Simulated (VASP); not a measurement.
Wanted: the native input for a VASP 6.6.1 run.

```yaml
Task: single point
Functional: r2SCAN
Potentials_or_basis: VASP PAW PBE potentials, release 64 (Re_sv_GW, S)
Cutoff: 610 eV
k_mesh: 6 × 6 × 4
Occupations: gaussian, width 0.1 eV
Spin: no spin polarisation
Dipole_correction: no
Further_INCAR_settings: ALGO = Normal; EDIFF = 1e-06; NBANDS = 29
```

Crystal: ReS.

```
Re S
1.0
     3.66999    0.00000    0.00000
    -1.83499    3.17830    0.00000
     0.00000    0.00000    5.16000
Re S
2 2
Direct
  0.00000 0.00000 0.00000
  0.00000 0.00000 0.50000
  0.33333 0.66667 0.25000
  0.66667 0.33333 0.75000
```

One way to write it, as run:

POSCAR

```
ReS
1.0
    3.6699871363      0.0000000000      0.0000000000
   -1.8349935682      3.1783020916      0.0000000000
    0.0000000000      0.0000000000      5.1599990560
Re S
2 2
Direct
    0.0000000000      0.0000000000      0.0000000000
    0.0000000000      0.0000000000      0.5000000000
    0.3333333333      0.6666666667      0.2500000000
    0.6666666667      0.3333333333      0.7500000000
```

INCAR.step1

```
PREC = Accurate ; ENCUT = 610
ISMEAR = 0 ; SIGMA = 0.1
LREAL = F ; LASPH = T
NELM = 120 ; NBANDS = 29
GGA = PE ; ALGO = Normal
EDIFF = 1E-5 ; LWAVE = T
LCHARG = F ; GGA_COMPAT = F
```

INCAR.step2

```
PREC = Accurate ; ENCUT = 610
EDIFF = 1E-6 ; ISMEAR = 0
SIGMA = 0.1 ; LREAL = F
LASPH = T ; NELM = 120
ALGO = Normal ; ISIF = 2
LWAVE = F ; LCHARG = T
METAGGA = R2SCAN ; LMIXTAU = T
LELF = T ; LVHAR = T
NBANDS = 29 ; ISTART = 1
GGA_COMPAT = F
```

KPOINTS

```
Automatic mesh
0
Gamma
  6 6 4
```

Potentials or basis: VASP PAW PBE potentials, release 64 (Re_sv_GW, S).

Launch:

```console
$ cat potpaw_PBE.64/Re_sv_GW/POTCAR potpaw_PBE.64/S/POTCAR > POTCAR
$ cp INCAR.step1 INCAR
$ mpirun -np 1 vasp_std > vasp.out
$ cp INCAR.step2 INCAR
$ mpirun -np 1 vasp_std > vasp.out
```

Results of the run:

```
Pressure               : -0.6 GPa
Band gap on the k mesh : zero (bands 21 and 22 overlap by 2.56 eV)
```

Caveat: the PAW data sets were made with another functional, which shifts forces and pressure a little; spin-orbit coupling is left out, which moves the levels of the heavy elements.

It took 3.2 min on 1 thread of Intel(R) Xeon(R) Platinum 8375C CPU @ 2.90GHz (Ice Lake), on a shared host, peak memory 0.22 GiB.
